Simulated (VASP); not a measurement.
H, 24 atoms in the cell. The cell holds an amorphous packing of atoms, 24 atoms: a = 7.343 Å, b = 7.343 Å, c = 7.343 Å, α = 90.00°, β = 90.00°, γ = 90.00°. 

```yaml
Program: VASP 6.6.1
Task: relaxation of the atoms
Functional: PBE
Dispersion: D3(BJ)
Potentials_or_basis: VASP PAW PBE potentials, release 64 (H)
Cutoff: 450 eV
k_mesh: 1 × 1 × 1
Occupations: fermi-dirac, width 0.02 eV
Spin: no spin polarisation
Dipole_correction: no
Further_INCAR_settings: ALGO = Normal; EDIFF = 1e-07; IBRION = 2; EDIFFG = -0.3; NSW = 35
```

Potentials or basis: VASP PAW PBE potentials, release 64 (H).

Run with:

```console
$ cat potpaw_PBE.64/H/POTCAR > POTCAR
$ mpirun -np 1 vasp_gam > vasp.out
```

Hardware: 1 thread of Intel(R) Xeon(R) 6975P-C (Granite Rapids), on a shared host.

Q: Estimate the wall time of this run.

A: It took 57 s on 1 thread of Intel(R) Xeon(R) 6975P-C (Granite Rapids) (shared host), peak memory 0.38 GiB. Counts: scf iterations 54, k points 1, ion steps 5.
